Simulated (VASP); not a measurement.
# ScBi3 (I4/mmm) in VASP: a series of runs

Aim: see how the results for ScBi3 move with the level of theory and the settings. Levels: PBE+U, PBE+D4, PBE. Tasks: single point.

All numbers are computed with VASP 6.6.1; they aren't measurements. Logs are shortened: lines on timing, memory, paths and dates and some standing lists are left out, and cuts for length are marked.

### 1 The cell of the first run

The structure is tetragonal, space group I4/mmm (No. 139). The conventional cell has a = 4.823 Å, b = 4.823 Å, c = 11.271 Å, α = 90.00°, β = 90.00°, γ = 90.00°. Within 4.5 Å of Sc (site symmetry 4/mmm) lie 12 Bi at 3.41 to 3.71 Å. Within 4.5 Å of Bi (site symmetry -4m2) lie 8 Bi at 3.41 to 3.71 Å and 4 Sc at 3.71 Å. Bi (site symmetry 4/mmm) has 4 Sc at 3.41 Å and 8 Bi at 3.71 Å within 4.5 Å.

### 2 Single point, PBE+U

Contents of INCAR:

```
SYSTEM = ScBi3
PREC = Accurate
ENCUT = 520
EDIFF = 1E-6
ISMEAR = 0
SIGMA = 0.1
LREAL = .False.
LASPH = .True.
NELM = 150
ALGO = Normal
ISIF = 2
LWAVE = .False.
LCHARG = .False.
LMAXMIX = 4
LDAU = .True.
LDAUTYPE = 1
LDAUL = 2 -1
LDAUU = 6.4 0
LDAUJ = 1.1 0
LDAUPRINT = 1
GGA = PE
NBANDS = 36
```

Contents of KPOINTS:

```
regular mesh
0
Gamma
  2 2 2
  0 0 0
```

Contents of POSCAR:

```
ScBi3
1.0
   -2.4113545378      2.4113545378      5.6356396921
    2.4113545378     -2.4113545378      5.6356396921
    2.4113545378      2.4113545378     -5.6356396921
Sc Bi
1 3
Direct
    0.0000000000      0.0000000000      0.0000000000
    0.7500000000      0.2500000000      0.5000000000
    0.2500000000      0.7500000000      0.5000000000
    0.5000000000      0.5000000000      0.0000000000
```

Potentials or basis: VASP PAW PBE potentials, release 64 (Sc_sv, Bi_d).

Run with:

```bash
$ cat potpaw_PBE.64/Sc_sv/POTCAR potpaw_PBE.64/Bi_d/POTCAR > POTCAR
$ mpirun -np 1 vasp_std > vasp.out
```

OUTCAR:

```text
SYSTEM = ScBi3
   PREC = Accurate
   ENCUT = 520
   EDIFF = 1E-6
   ISMEAR = 0
   LREAL = .False.
   LASPH = .True.
   NELM = 150
   ISIF = 2
   GGA = PE

 ion  position               nearest neighbor table
   1  0.000  0.000  0.000-   4 3.41   4 3.41   4 3.41   4 3.41
   2  0.750  0.250  0.500-   3 3.41   3 3.41   3 3.41   3 3.41   4 3.71   4 3.71   4 3.71   4 3.71

   3  0.250  0.750  0.500-   2 3.41   2 3.41   2 3.41   2 3.41   4 3.71   4 3.71   4 3.71   4 3.71

   4  0.500  0.500  0.000-   1 3.41   1 3.41   1 3.41   1 3.41   3 3.71   2 3.71   3 3.71   2 3.71
                             3 3.71   3 3.71   2 3.71   2 3.71

  LATTYP: Found a body centered tetragonal cell.
 ALAT       =     4.8227090756
 C/A-ratio  =     2.3371261271

  Lattice vectors:

 A1 = (  -2.4113545378,   2.4113545378,   5.6356396921)
 A2 = (   2.4113545378,  -2.4113545378,   5.6356396921)
 A3 = (   2.4113545378,   2.4113545378,  -5.6356396921)

Analysis of symmetry for initial positions (statically):
=====================================================================
 Subroutine PRICEL returns:
 Original cell was already a primitive cell.

 Routine SETGRP: Setting up the symmetry group for a
 body centered tetragonal supercell.

 Subroutine GETGRP returns: Found 16 space group operations
 (whereof 16 operations were pure point group operations)
 out of a pool of 16 trial point group operations.

The static configuration has the point symmetry D_4h.

Analysis of symmetry for dynamics (positions and initial velocities):
=====================================================================
 Subroutine PRICEL returns:
 Original cell was already a primitive cell.

 Routine SETGRP: Setting up the symmetry group for a
 body centered tetragonal supercell.

 Subroutine GETGRP returns: Found 16 space group operations
 (whereof 16 operations were pure point group operations)
 out of a pool of 16 trial point group operations.

[... 132 lines left out ...]
  0.0832  0.0000  0.0000 -0.0000  0.0000
  0.0000  0.0593 -0.0000  0.0000  0.0000
  0.0000 -0.0000  0.0889 -0.0000 -0.0000
 -0.0000  0.0000 -0.0000  0.0593 -0.0000
  0.0000  0.0000 -0.0000 -0.0000  0.0429

spin component  2

  0.0832  0.0000  0.0000 -0.0000  0.0000
  0.0000  0.0593 -0.0000  0.0000  0.0000
  0.0000 -0.0000  0.0889 -0.0000 -0.0000
 -0.0000  0.0000 -0.0000  0.0593 -0.0000
  0.0000  0.0000 -0.0000 -0.0000  0.0429

 occupancies and eigenvectors

  o =  0.0429  v =  0.0000 -0.0000  0.0000 -0.0000  1.0000  0.0000  0.0000  0.0000  0.0000  0.0000      0.0000  0.0000  0.0000  0.0000  0.0000  0.0000  0.0000  0.0000  0.0000  0.0000
  o =  0.0429  v =  0.0000  0.0000  0.0000  0.0000  0.0000  0.0000 -0.0000  0.0000 -0.0000  1.0000      0.0000  0.0000  0.0000  0.0000  0.0000  0.0000  0.0000  0.0000  0.0000  0.0000
  o =  0.0593  v =  0.0000 -0.9989 -0.0000  0.0478  0.0000  0.0000  0.0000  0.0000  0.0000  0.0000      0.0000  0.0000  0.0000  0.0000  0.0000  0.0000  0.0000  0.0000  0.0000  0.0000
  o =  0.0593  v =  0.0000  0.0000  0.0000  0.0000  0.0000  0.0000 -0.9989 -0.0000  0.0478  0.0000      0.0000  0.0000  0.0000  0.0000  0.0000  0.0000  0.0000  0.0000  0.0000  0.0000
  o =  0.0593  v =  0.0000 -0.0478 -0.0000 -0.9989 -0.0000  0.0000  0.0000  0.0000  0.0000  0.0000      0.0000  0.0000  0.0000  0.0000  0.0000  0.0000  0.0000  0.0000  0.0000  0.0000
  o =  0.0593  v =  0.0000  0.0000  0.0000  0.0000  0.0000  0.0000 -0.0478 -0.0000 -0.9989 -0.0000      0.0000  0.0000  0.0000  0.0000  0.0000  0.0000  0.0000  0.0000  0.0000  0.0000
  o =  0.0832  v =  1.0000  0.0000  0.0000  0.0000  0.0000  0.0000  0.0000  0.0000  0.0000  0.0000      0.0000  0.0000  0.0000  0.0000  0.0000  0.0000  0.0000  0.0000  0.0000  0.0000
  o =  0.0832  v =  0.0000  0.0000  0.0000  0.0000  0.0000  1.0000  0.0000  0.0000  0.0000  0.0000      0.0000  0.0000  0.0000  0.0000  0.0000  0.0000  0.0000  0.0000  0.0000  0.0000
  o =  0.0889  v =  0.0000  0.0000  0.0000  0.0000  0.0000  0.0000 -0.0000  1.0000 -0.0000 -0.0000      0.0000  0.0000  0.0000  0.0000  0.0000  0.0000  0.0000  0.0000  0.0000  0.0000
  o =  0.0889  v =  0.0000 -0.0000  1.0000 -0.0000 -0.0000  0.0000  0.0000  0.0000  0.0000  0.0000      0.0000  0.0000  0.0000  0.0000  0.0000  0.0000  0.0000  0.0000  0.0000  0.0000

 number of electron      56.0000008 magnetization

 Free energy of the ion-electron system (eV)
  ---------------------------------------------------
  ext. energy  EPLUGINS =         0.00000000
  ---------------------------------------------------
  free energy    TOTEN  =       -15.53865405 eV

  energy without entropy =      -15.47606151  energy(sigma->0) =      -15.50735778

 E-fermi :   6.0131     XC(G=0):  -9.7275

 val. band max:        5.9968413268   @ k =   0.5000   0.5000   0.5000
 cond. band min:       6.0262827111   @ k =   0.5000   0.0000  -0.0000
 fundamental gap:      0.0294413843
 Fermi energy:         6.0131464043

 k-point     1 :       0.0000    0.0000    0.0000
  band No.  band energies     occupation
      1     -46.6705      2.00000
      2     -25.1981      2.00000
      3     -25.1981      2.00000
      4     -25.1357      2.00000
      5     -16.6711      2.00000
      6     -16.6293      2.00000
[... 145 lines left out ...]
     35       8.4824      0.00000
     36       9.5655      0.00000

------------------------ aborting loop because EDIFF is reached ----------------------------------------

  FORCE on cell =-STRESS in cart. coord.  units (eV):
  Direction    XX          YY          ZZ          XY          YZ          ZX
  --------------------------------------------------------------------------------------
  -------------------------------------------------------------------------------------
  Total       -0.7675749     -0.7675749     -7.2857019      0.0000000     -0.0000000      0.0000000
  in kB       -9.3822278     -9.3822278    -89.0546560      0.0000000     -0.0000000      0.0000000
  external PRESSURE =     -35.9397039 kB  Pullay stress =       0.0000000 kB

 VOLUME and BASIS-vectors are now :
 -----------------------------------------------------------------------------
  energy-cutoff  :      520.00
  volume of cell :      131.08
      direct lattice vectors                 reciprocal lattice vectors
    -2.411354538  2.411354538  5.635639692     0.000000000  0.207352338  0.088721073
     2.411354538 -2.411354538  5.635639692     0.207352338  0.000000000  0.088721073
     2.411354538  2.411354538 -5.635639692     0.207352338  0.207352338  0.000000000

 POSITION                                       TOTAL-FORCE (eV/Angst)
 -----------------------------------------------------------------------------------
      0.00000      0.00000      0.00000        -0.000000      0.000000     -0.000000
     -0.00000      2.41135      2.81782        -0.000000      0.000000      0.000000
      2.41135     -0.00000      2.81782         0.000000     -0.000000      0.000000
      0.00000      0.00000      5.63564        -0.000000      0.000000     -0.000000
 -----------------------------------------------------------------------------------
    total drift:                               -0.000000      0.000000     -0.000000

  FREE ENERGIE OF THE ION-ELECTRON SYSTEM (eV)
  ---------------------------------------------------
  free  energy   TOTEN  =       -15.5386540472 eV

  energy  without entropy=      -15.4760615098  energy(sigma->0) =      -15.50735778
```

stdout:

```text
POSCAR found type information on POSCAR ScBi
 POSCAR found :  2 types and       4 ions
 scaLAPACK will be used
 LDA part: xc-table for (Slater+PW92), standard interpolation
 POSCAR, INCAR and KPOINTS ok, starting setup
 FFT: planning ... GRIDC
 FFT: planning ... GRID_SOFT
 FFT: planning ... GRID
 WAVECAR not read
 entering main loop
```

Run time: 44 s. Hardware: 1 thread of AMD EPYC 7R43 (Zen 3), shared host; peak memory 0.29 GiB.

What came out:

```
Free energy            : -15.5387 eV
Pressure               : -3.6 GPa
Band gap on the k mesh : zero (bands 28 and 29 overlap by 0.55 eV)
```

Eigenvalues of the final occupation matrices:
| site | spin | trace | eigenvalues |
| --- | --- | --- | --- |
| site 1 d | 1 | 0.33 | 0.04 0.06 0.06 0.08 0.09 |
| site 1 d | 2 | 0.33 | 0.04 0.06 0.06 0.08 0.09 |

Caveat: the k points lie up to 0.71 Å⁻¹ apart, too coarse for converged energies and pressures of a metal; spin-orbit coupling is left out, which moves the levels of the heavy elements; U without spin polarisation on a metal has little footing; the U is typed as a test and isn't derived for this compound.

### 3 Single point, PBE+D4

This run uses another cell than the first one, of 29.00 Å³/atom.

Contents of INCAR:

```
SYSTEM = ScBi3
PREC = Accurate
ENCUT = 520
EDIFF = 1E-6
ISMEAR = 0
SIGMA = 0.1
LREAL = .False.
LASPH = .True.
NELM = 60
ALGO = Fast
ISIF = 2
LWAVE = .False.
LCHARG = .False.
GGA = PE
IVDW = 13
ISYM = 0
NBANDS = 36
```

Contents of KPOINTS:

```
Automatic mesh
0
Gamma
  1 5 4
  0 0 0
```

Contents of POSCAR:

```
ScBi3
1.0
   -2.3150920000      2.3150920000      5.4106620000
    2.3150920000     -2.3150920000      5.4106620000
    2.3150920000      2.3150920000     -5.4106620000
Sc Bi
1 3
Direct
    0.0000000000      0.0000000000      0.0000000000
    0.7500000000      0.2500000000      0.5000000000
    0.2500000000      0.7500000000      0.5000000000
    0.5000000000      0.5000000000      0.0000000000
```

Potentials or basis: VASP PAW PBE potentials, release 64 (Sc_sv, Bi_d).

Run with:

```bash
$ cat potpaw_PBE.64/Sc_sv/POTCAR potpaw_PBE.64/Bi_d/POTCAR > POTCAR
$ mpirun -np 1 vasp_std > vasp.out
```

It took 1.9 min on 1 thread of AMD EPYC 7R43 (Zen 3), shared host; peak memory 0.3 GiB.

Results (log left out):

```yaml
Free_energy: -21.3778 eV
Pressure: -4.3 GPa
Largest_force: 0.589 eV/Å
Band_gap_on_the_k_mesh: zero (bands 28 and 29 overlap by 0.12 eV)
Dispersion_energy_per_atom: -0.477 eV
```

Forces on the atoms (eV/Å):
```
Sc   0.000  0.000  0.000
Bi   0.491  0.310  0.096
Bi  -0.491 -0.311 -0.096
Bi   0.000  0.000  0.000
```

Stress tensor (GPa, compression positive):
```
-3.76 -0.17  1.66
-0.17 -3.23 -2.08
 1.66 -2.08 -6.01
```

Levels at points of the mesh, in eV from the Fermi level:
| k point | band 26 | band 27 | band 28 | band 29 | band 30 | band 31 |
| --- | --- | --- | --- | --- | --- | --- |
| (0.00, 0.00, 0.00) | -1.48 | -1.12 | -1.03 | 0.75 | 0.94 | 0.95 |
| (0.00, 0.00, 0.50) | -2.10 | -1.86 | -0.14 | 0.96 | 1.00 | 1.23 |

Caveat: the k points lie up to 1.00 Å⁻¹ apart; spin-orbit coupling is left out, which moves the levels of the heavy elements.

### 4 Single point, PBE

This run uses another cell than the first one, of 29.00 Å³/atom.

Contents of INCAR:

```
SYSTEM = ScBi3
ALGO     = Fast           ! electronic algorithm
EDIFF    = 1E-6           ! SCF threshold, eV
ENCUT    = 520            ! plane-wave cutoff, eV
GGA      = PE             ! functional
ISIF     = 2              ! what is computed and relaxed
ISMEAR   = 0              ! smearing method
LASPH    = .True.         ! aspherical terms in the spheres
LCHARG   = .False.        ! write CHGCAR
LREAL    = .False.        ! projectors in reciprocal space
LWAVE    = .False.        ! write WAVECAR
NBANDS   = 36             ! bands
NELM     = 80             ! most SCF steps
PREC     = Accurate       ! precision mode
SIGMA    = 0.1            ! smearing width, eV
```

Contents of KPOINTS:

```
k-points
0
Gamma
  4 4 4
  0 0 0
```

POSCAR is that of step 3.

Run with:

```bash
$ cat potpaw_PBE.64/Sc_sv/POTCAR potpaw_PBE.64/Bi_d/POTCAR > POTCAR
$ mpirun -np 1 vasp_std > vasp.out
```

Run time: 2 min. Hardware: 1 thread of AMD EPYC 7R43 (Zen 3), shared host; peak memory 0.3 GiB.

Results (log left out):

```yaml
Free_energy: -18.5381 eV
Pressure: -0.2 GPa
Band_gap_on_the_k_mesh: zero (bands 28 and 29 overlap by 1.00 eV)
```

Stress tensor (GPa, compression positive):
```
-0.38  0.00  0.00
 0.00 -0.38  0.00
 0.00  0.00  0.22
```

Levels at points of the mesh, in eV from the Fermi level:
```tsv
k point	band 24	band 25	band 26	band 27	band 28	band 29	band 30	band 31	band 32	band 33
(0.00, 0.00, 0.00)	-3.04	-3.04	-1.37	-1.01	-1.01	0.91	1.07	1.08	1.37	1.68
(0.50, 0.00, 0.00)	-2.26	-2.08	-1.62	-1.00	-0.80	-0.39	-0.30	1.17	1.46	1.80
(0.50, 0.50, 0.00)	-4.53	-4.12	-1.99	-1.84	-0.02	1.11	1.18	1.41	1.53	1.57
(0.50, 0.50, 0.50)	-3.48	-2.52	0.01	0.38	0.61	0.61	0.69	0.69	0.81	0.92
```

Caveat: the k points lie up to 0.37 Å⁻¹ apart, too coarse for converged energies and pressures of a metal; spin-orbit coupling is left out, which moves the levels of the heavy elements.

### 5 Single point, PBE

This run uses another cell than the first one, of 29.00 Å³/atom.

Contents of INCAR:

```
  ALGO = Normal
  EDIFF = 1E-6
  ENCUT = 520
  GGA = PE
  ISIF = 2
  ISMEAR = 0
  LASPH = T
  LCHARG = F
  LREAL = F
  LWAVE = F
  NBANDS = 36
  NELM = 60
  PREC = Accurate
  SIGMA = 0.1
```

Contents of KPOINTS:

```
k-points
0
Gamma
  4 4 4
```

POSCAR is that of step 4.

Run with:

```bash
$ cat potpaw_PBE.64/Sc_sv/POTCAR potpaw_PBE.64/Bi_d/POTCAR > POTCAR
$ mpirun -np 1 vasp_std > vasp.out
```

Run time: 82 s. Hardware: 1 thread of AMD EPYC 7R43 (Zen 3), shared host; peak memory 0.29 GiB.

Results (log left out):

```yaml
Free_energy: -18.5381 eV
Pressure: -0.2 GPa
Band_gap_on_the_k_mesh: zero (bands 28 and 29 overlap by 1.00 eV)
```

Stress tensor (GPa, compression positive):
```
-0.38  0.00  0.00
 0.00 -0.38  0.00
 0.00  0.00  0.22
```

Levels at points of the mesh, in eV from the Fermi level:
| k point | band 25 | band 26 | band 27 | band 28 | band 29 | band 30 | band 31 | band 32 |
| --- | --- | --- | --- | --- | --- | --- | --- | --- |
| (0.00, 0.00, 0.00) | -3.04 | -1.37 | -1.01 | -1.01 | 0.91 | 1.07 | 1.08 | 1.37 |
| (0.50, 0.00, 0.00) | -2.08 | -1.62 | -1.00 | -0.80 | -0.39 | -0.30 | 1.17 | 1.46 |
| (0.50, 0.50, 0.00) | -4.12 | -1.99 | -1.84 | -0.02 | 1.11 | 1.18 | 1.41 | 1.53 |
| (0.50, 0.50, 0.50) | -2.52 | 0.01 | 0.38 | 0.61 | 0.61 | 0.69 | 0.69 | 0.81 |

Caveat: the k points lie up to 0.37 Å⁻¹ apart, too coarse for converged energies and pressures of a metal; spin-orbit coupling is left out, which moves the levels of the heavy elements.

### 6 Overview

```csv
level,U,cell,k mesh,LDAUTYPE,hund's J,gap on the mesh (eV),pressure (GPa)
PBE+U,"Sc d U = 6.4 eV, J = 1.1 eV","a = 6.587 Å, angles 137.1, 137.1, 62.4°, 4 atoms",2 × 2 × 2,1,1.1,none,-3.6
PBE+D4,-,"a = 6.324 Å, angles 137.1, 137.1, 62.4°, 4 atoms",1 × 5 × 4,-,-,none,-4.3
PBE,-,"a = 6.324 Å, angles 137.1, 137.1, 62.4°, 4 atoms",4 × 4 × 4,-,-,none,-0.2
```

Alike in all rows: task single point; potentials or basis VASP PAW PBE potentials, release 64 (Sc_sv, Bi_d); no spin polarisation; cutoff (eV) 520; smearing gaussian 0.1 eV.

Caveats: all runs use coarse meshes; spin-orbit coupling is left out, which moves the levels of the heavy elements; U without spin polarisation on a metal has little footing (at least some runs); the U is typed as a test and isn't derived for this compound (at least some runs).

Absolute energies hang on the potentials; compare differences alone.
